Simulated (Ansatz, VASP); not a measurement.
InF3 in VASP and in Ansatz

INCAR

```
SYSTEM = InF3
  PREC = Accurate
  ENCUT = 520
  EDIFF = 1E-6
  ISMEAR = 0
  SIGMA = 0.1
  LREAL = .FALSE.
  LASPH = .TRUE.
  NELM = 100
  ALGO = Normal
  ISIF = 2
  LWAVE = .FALSE.
  LCHARG = .FALSE.
  NBANDS = 44
```

KPOINTS

```
regular mesh
0
G
  6 6 6
  0 0 0
```

The input POSCAR:

```
InF3
1.0
    2.6021411800      1.5023469100      4.9075061300
   -2.6021411800      1.5023469100      4.9075061300
    0.0000000000     -3.0046938200      4.9075061300
In F
2 6
Direct
    1.0000000000      1.0000000000      0.0000000000
    0.5000000000      0.5000000000      0.5000000000
    0.8957092200      0.2500000000      0.6042907800
    0.2500000000      0.6042907800      0.8957092200
    0.3957092200      0.1042907800      0.7500000000
    0.7500000000      0.3957092200      0.1042907800
    0.1042907800      0.7500000000      0.3957092200
    0.6042907800      0.8957092200      0.2500000000
```

Input for Ansatz:

```yaml
crystal:
  lattice:
    - [2.60214118, 1.50234691, 4.90750613]
    - [-2.60214118, 1.50234691, 4.90750613]
    - [0.0, -3.00469382, 4.90750613]
  atoms:
    - { symbol: In, position: [1.0, 1.0, 0.0] }
    - { symbol: In, position: [0.5, 0.5, 0.5] }
    - { symbol: F, position: [0.89570922, 0.25, 0.60429078] }
    - { symbol: F, position: [0.25, 0.60429078, 0.89570922] }
    - { symbol: F, position: [0.39570922, 0.10429078, 0.75] }
    - { symbol: F, position: [0.75, 0.39570922, 0.10429078] }
    - { symbol: F, position: [0.10429078, 0.75, 0.39570922] }
    - { symbol: F, position: [0.60429078, 0.89570922, 0.25] }
basis:
  ecutwfc: 420
kpoints:
  mp_grid: { grid: [6, 6, 6] }
hamiltonian:
  xc: lda
scf:
  occupations: { method: gaussian, width: 0.1 }
output:
  forces: true
  stress: true
  eigenvalues: true
```

Alike in both runs: task single point; functional LDA; k mesh 6 × 6 × 6; occupations gaussian, width 0.1 eV; no spin polarisation.

|  | VASP | Ansatz |
| --- | --- | --- |
| version | VASP 6.6.1 | Ansatz 0.2.0 |
| potentials or method | VASP PAW LDA potentials, release 64 (In_d, F), cutoff 520 eV | scalar-relativistic, plane waves, PAW |
| valence electrons in the cell | 68 | 68 |

VASP gave:

* gap on the k mesh at the Fermi level (eV): 4.01
* least direct gap on the mesh (eV): 4.04
* pressure (GPa): -3.7
* traceless stress, the component that is largest in VASP (GPa): -0.23
* rms of the force components (eV/Å): 0.081

Q: What did Ansatz give for the same quantities?

A: gap on the k mesh at the Fermi level (eV): 4.01; least direct gap on the mesh (eV): 4.05; pressure (GPa): -4.2; traceless stress, the component that is largest in VASP (GPa): -0.29; rms of the force components (eV/Å): 0.102.

LDA's correlation is that of Perdew and Zunger in VASP and of Perdew and Wang (1992) in Ansatz. Atom by atom the forces differ by 0.021 eV/Å (rms over components).
